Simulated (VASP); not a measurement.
# W (C2/m) in VASP: notebook, part 2 of 3

VASP 6.6.1. Earlier steps stand in the parts before.

### 4 Single point, PBEsol (engineering shear strain xz -0.2000, normal strain along z -0.1500)

INCAR reads:

```
SYSTEM = W
PREC = Accurate
ENCUT = 500
EDIFF = 1E-6
ISMEAR = 0
SIGMA = 0.15
LREAL = .FALSE.
LASPH = .TRUE.
NELM = 120
ALGO = Normal
ISIF = 2
LWAVE = .FALSE.
LCHARG = .FALSE.
GGA = PS
NBANDS = 13
GGA_COMPAT = .FALSE.
```

KPOINTS reads:

```
regular mesh
0
G
  20 20 20
  0 0 0
```

POSCAR reads:

```
W
1.0
   -0.1999126922      1.9991269217      1.6992578834
    1.7992142295      0.0000000000      1.4993451913
    1.9991269217      1.9991269217     -0.1999126922
W
1
Direct
    0.0000000000      0.0000000000      0.0000000000
```

Potentials or basis: VASP PAW PBE potentials, release 64 (W_sv).

Launch:

```console
$ cat potpaw_PBE.64/W_sv/POTCAR > POTCAR
$ mpirun -np 1 vasp_std > vasp.out
```

OUTCAR:

```text
SYSTEM = W
   PREC = Accurate
   ENCUT = 500
   EDIFF = 1E-6
   ISMEAR = 0
   LREAL = .FALSE.
   LASPH = .TRUE.
   NELM = 120
   ISIF = 2
   GGA = PS

 ion  position               nearest neighbor table
   1  0.000  0.000  0.000-

  LATTYP: Found a base centered monoclinic cell.
 ALAT       =     3.4219540844
 B/A-ratio  =     1.1684124757
 C/A-ratio  =     0.6844194870
 COS(beta)  =    -0.5460395907

  Lattice vectors:

 A1 = (   0.1999126922,  -1.9991269217,  -1.6992578834)
 A2 = (   0.1999126922,   1.9991269217,  -1.6992578835)
 A3 = (   1.7992142295,   0.0000000000,   1.4993451913)

Analysis of symmetry for initial positions (statically):
=====================================================================
 Subroutine PRICEL returns:
 Original cell was already a primitive cell.

 Routine SETGRP: Setting up the symmetry group for a
 base centered monoclinic supercell.

 Subroutine GETGRP returns: Found  4 space group operations
 (whereof  4 operations were pure point group operations)
 out of a pool of  4 trial point group operations.

The static configuration has the point symmetry C_2h.

Analysis of symmetry for dynamics (positions and initial velocities):
=====================================================================
 Subroutine PRICEL returns:
 Original cell was already a primitive cell.

 Routine SETGRP: Setting up the symmetry group for a
 base centered monoclinic supercell.

 Subroutine GETGRP returns: Found  4 space group operations
 (whereof  4 operations were pure point group operations)
 out of a pool of  4 trial point group operations.

The dynamic configuration has the point symmetry C_2h.

 Subroutine INISYM returns: Found  4 space group operations
 (whereof  4 operations are pure point group operations),
 and found     1 'primitive' translations

----------------------------------------------------------------------------------------

                                     Primitive cell

  volume of cell :      13.4224

  direct lattice vectors                    reciprocal lattice vectors
    -0.199912692  1.999126922  1.699257883    -0.223311770  0.250109182  0.267974124
     1.799214229  0.000000000  1.499345191     0.282861575 -0.250109182  0.327523929
     1.999126922  1.999126922 -0.199912692     0.223311770  0.250109182 -0.267974124

  length of vectors
     2.631340132  2.342052059  2.834251574     0.429223579  0.499837172  0.429223579

  position of ions in fractional coordinates (direct lattice)
     0.000000000  0.000000000  0.000000000

  ion indices of the primitive-cell ions
   primitive index   ion index
                 1           1

----------------------------------------------------------------------------------------

 KPOINTS: regular mesh

Automatic generation of k-mesh.
 Grid dimensions read from file:
 generate k-points for:   20   20   20

 Generating k-lattice:

  Cartesian coordinates                     Fractional coordinates (reciprocal lattice)
    -0.011165589  0.012505459  0.013398706     0.050000000  0.000000000 -0.000000000
     0.014143079 -0.012505459  0.016376196     0.000000000  0.050000000 -0.000000000
     0.011165589  0.012505459 -0.013398706     0.000000000 -0.000000000  0.050000000

  Length of vectors
     0.021461179  0.024991859  0.021461179

  Shift w.r.t. Gamma in fractional coordinates (k-lattice)
     0.000000000  0.000000000  0.000000000

 Subroutine IBZKPT returns following result:
 ===========================================

 Found   2112 irreducible k-points:

 Following reciprocal coordinates:
            Coordinates               Weight
  0.000000  0.000000  0.000000      1.000000
  0.050000 -0.000000  0.000000      4.000000
  0.100000 -0.000000  0.000000      4.000000
  0.150000 -0.000000 -0.000000      4.000000
  0.200000 -0.000000  0.000000      4.000000
  0.250000 -0.000000 -0.000000      4.000000
[... 16 lines left out ...]
 -0.450000  0.050000  0.000000      4.000000
 -0.400000  0.050000 -0.000000      4.000000
 [... further k-points ...]
   k-points           NKPTS =   2112   k-points in BZ     NKDIM =   2112   number of bands    NBANDS=     13
   number of dos      NEDOS =    301   number of ions     NIONS =      1
   total plane-waves  NPLWV =   8640
   dimension x,y,z NGX =    20 NGY =   18 NGZ =   24
   dimension x,y,z NGXF=    40 NGYF=   36 NGZF=   48
   ions per type =               1
   NGX,Y,Z   is equivalent  to a cutoff of  12.64, 12.78, 14.08 a.u.
   NGXF,Y,Z  is equivalent  to a cutoff of  25.27, 25.55, 28.15 a.u.
 SYSTEM =  W
   PREC   = accura    normal or accurate (medium, high low for compatibility)
   ISTART =      0    job   : 0-new  1-cont  2-samecut
   ICHARG =      2    charge: 1-file 2-atom 10-const
   ISPIN  =      1    spin polarized calculation?
   LNONCOLLINEAR =      F non collinear calculations
   LSORBIT =      F    spin-orbit coupling
   LASPH  =      T    aspherical Exc in radial PAW
   ENCUT  =  500.0 eV  36.75 Ry    6.06 a.u.   4.80  4.27  5.17*2*pi/ulx,y,z
   NELM   =    120;   NELMIN=  2; NELMDL= -5     # of ELM steps
   EDIFF  = 0.1E-05   stopping-criterion for ELM
   LREAL  =      F    real-space projection
   EDIFFG = 0.1E-04   stopping-criterion for IOM
   NSW    =      0    number of steps for IOM
   IBRION =     -1    ionic relax: 0-MD 1-quasi-New 2-CG
   NFREE  =      0    steps in history (QN), initial steepest desc. (CG)
   ISIF   =      2    stress and relaxation
   ISYM   =      2    0-nonsym 1-usesym 2-fastsym
   POTIM  = 0.5000    time-step for ionic-motion
   TEBEG  =    0.0;   TEEND  =   0.0 temperature during run
   PSTRESS=    0.0 pullay stress
   NELECT =      14.0000    total number of electrons
   NUPDOWN=      -1.0000    fix difference up-down
   EMIN   =  10.00;   EMAX   =-10.00  energy-range for DOS
   EFERMI =   0.00;   METHOD = LEGACY
   ISMEAR =     0;   SIGMA  =   0.15  broadening in eV -4-tet -1-fermi 0-gaus
   EFERMI_NEDOS =   21; number of points for ismear=-14 and -15
   IALGO  =     38    algorithm
   IMIX   =      4    mixing-type and parameters
     AMIX     =   0.40;   BMIX     =  1.00
     AMIX_MAG =   1.60;   BMIX_MAG =  1.00
  volume/ion in A,a.u.               =      13.42        90.58
  Fermi-wavevector in a.u.,A,eV,Ry     =   1.660252  3.137422 37.503604  2.756437
  Thomas-Fermi vector in A             =   2.747520
   LORBIT       =      0    0 simple, 1 ext, 2 COOP (PROOUT), +10 PAW based schemes
   GGA     = PS    functional components
   LHFCALC =     F    Hartree Fock is set to
   AEXX    =    0.0000 exact exchange contribution
   IVDW    =     0    specifies the selected vdW correction
   LEPSILON=     F    determine dielectric tensor
   LRPA    =     F    only Hartree local field effects (RPA)
 non-spin polarized calculation
 Gauss-broadening in eV      SIGMA  =   0.15
  energy-cutoff  :      500.00
  volume of cell :       13.42
 maximum number of plane-waves:       354
   NGX =  9   NGY =  9   NGZ = 11

 number of electron      14.0000002 magnetization

 Free energy of the ion-electron system (eV)
  ---------------------------------------------------
  ext. energy  EPLUGINS =         0.00000000
  ---------------------------------------------------
  free energy    TOTEN  =       -12.61644643 eV

  energy without entropy =      -12.61012210  energy(sigma->0) =      -12.61328426

 E-fermi :  13.8697     XC(G=0): -14.6829

 val. band max:       13.8688269439   @ k =   0.1500  -0.1000   0.2000
 cond. band min:      13.8704941357   @ k =   0.1500   0.4000  -0.0000
 fundamental gap:      0.0016671917
 Fermi energy:        13.8697214841

 k-point     1 :       0.0000    0.0000    0.0000
  band No.  band energies     occupation
      1     -60.2199      2.00000
      2     -23.7622      2.00000
      3     -23.5077      2.00000
      4     -22.6357      2.00000
      5       3.3879      2.00000
      6      10.3369      2.00000
      7      10.4435      2.00000
      8      15.5135      0.00000
      9      16.3313      0.00000
     10      18.2273      0.00000
     11      26.4249      0.00000
     12      30.2753      0.00000
     13      31.3540      0.00000
[... 353 lines left out ...]
 k-point    24 :      -0.4000    0.0500   -0.0000
  band No.  band energies     occupation
      1     -60.0495      2.00000
      2     -25.3316      2.00000
      3     -23.7296      2.00000
      4     -22.8709      2.00000
      5       6.6404      2.00000
      6       9.8202      2.00000
      7      12.4927      2.00000
      8      15.9970      0.00000
      9      17.8699      0.00000
     10      20.2402      0.00000
     11      26.0117      0.00000
     12      28.5191      0.00000
     13      34.4326      0.00000

 [... further k-points ...]

------------------------ aborting loop because EDIFF is reached ----------------------------------------

  FORCE on cell =-STRESS in cart. coord.  units (eV):
  Direction    XX          YY          ZZ          XY          YZ          ZX
  --------------------------------------------------------------------------------------
  -------------------------------------------------------------------------------------
  Total        8.9103914      6.4728568      6.5667988      0.0000000     -0.0000000      4.6966187
  in kB     1063.5966985    772.6382417    783.8517027      0.0000000     -0.0000000    560.6160112
  external PRESSURE =     873.3622143 kB  Pullay stress =       0.0000000 kB

 VOLUME and BASIS-vectors are now :
 -----------------------------------------------------------------------------
  energy-cutoff  :      500.00
  volume of cell :       13.42
      direct lattice vectors                 reciprocal lattice vectors
    -0.199912692  1.999126922  1.699257883    -0.223311770  0.250109182  0.267974124
     1.799214229  0.000000000  1.499345191     0.282861575 -0.250109182  0.327523929
     1.999126922  1.999126922 -0.199912692     0.223311770  0.250109182 -0.267974124

 POSITION                                       TOTAL-FORCE (eV/Angst)
 -----------------------------------------------------------------------------------
      0.00000      0.00000      0.00000        -0.000000      0.000000      0.000000
 -----------------------------------------------------------------------------------
    total drift:                                0.000000     -0.000000     -0.000000

  FREE ENERGIE OF THE ION-ELECTRON SYSTEM (eV)
  ---------------------------------------------------
  free  energy   TOTEN  =       -12.6164464250 eV

  energy  without entropy=      -12.6101221032  energy(sigma->0) =      -12.61328426
```

stdout:

```text
POSCAR found type information on POSCAR W
 POSCAR found :  1 types and       1 ions
 scaLAPACK will be used
 -----------------------------------------------------------------------------
|                                                                             |
|                                                                             |
|     You enforced a specific xc type in the INCAR file but a different       |
|     I HOPE YOU KNOW WHAT YOU ARE DOING!                                     |
|                                                                             |
 -----------------------------------------------------------------------------

 LDA part: xc-table for (Slater+PW92), standard interpolation
 POSCAR, INCAR and KPOINTS ok, starting setup
 FFT: planning ... GRIDC
 FFT: planning ... GRID_SOFT
 FFT: planning ... GRID
 WAVECAR not read
 entering main loop
```

It took 2.8 min on 1 thread of AMD EPYC 9R45 (Zen 5), shared host; peak memory 0.38 GiB.

Results:

```
Free energy            : -12.6164 eV
Pressure               : 87.3 GPa
Band gap on the k mesh : zero (bands 7 and 8 overlap by 5.05 eV)
```

Stress tensor (GPa, compression positive):
```
106.36   0.00  56.06
  0.00  77.26   0.00
 56.06   0.00  78.39
```

Caveat: the cell differs from its parent crystal (engineering shear strain xz -0.2000, normal strain along z -0.1500); the stress differs along the axes, from 77 to 106 GPa; the PAW data sets were made with another functional, which shifts forces and pressure a little; spin-orbit coupling is left out, which moves the levels of the heavy elements.

(Part 2 of 3 ends here.)
